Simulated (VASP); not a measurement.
Input of a VASP 6.6.1 run:

Contents of INCAR:

```
SYSTEM = SnTe
ALGO = Normal ; EDIFF = 1E-7
ENCUT = 520 ; GGA = PE
ISIF = 2 ; ISMEAR = -1
LASPH = .TRUE. ; LCHARG = .FALSE.
LREAL = .FALSE. ; LWAVE = .FALSE.
NBANDS = 17 ; NELM = 80
PREC = Accurate ; SIGMA = 0.02
```

Contents of KPOINTS:

```
k-points
0
G
  8 8 8
  0 0 0
```

POSCAR

```
SnTe
1.0
    0.0000000000      3.1893301349      3.1893301349
    3.1893301349      0.0000000000      3.1893301349
    3.1893301349      3.1893301349      0.0000000000
Sn Te
1 1
Direct
    0.0000000000      0.0000000000      0.0000000000
    0.5000000000      0.5000000000      0.5000000000
```

Potentials or basis: VASP PAW PBE potentials, release 64 (Sn_d, Te).

Launch:

```bash
$ cat potpaw_PBE.64/Sn_d/POTCAR potpaw_PBE.64/Te/POTCAR > POTCAR
$ mpirun -np 1 vasp_std > vasp.out
```

Problem. Estimate the pressure.

Solution. 0.6 GPa.

Problem. What does it give for the band gap on the k mesh?

Solution. 0.01 eV, direct.

Caveat: spin-orbit coupling is left out, which moves the levels of the heavy elements. A k mesh can miss the band edges.
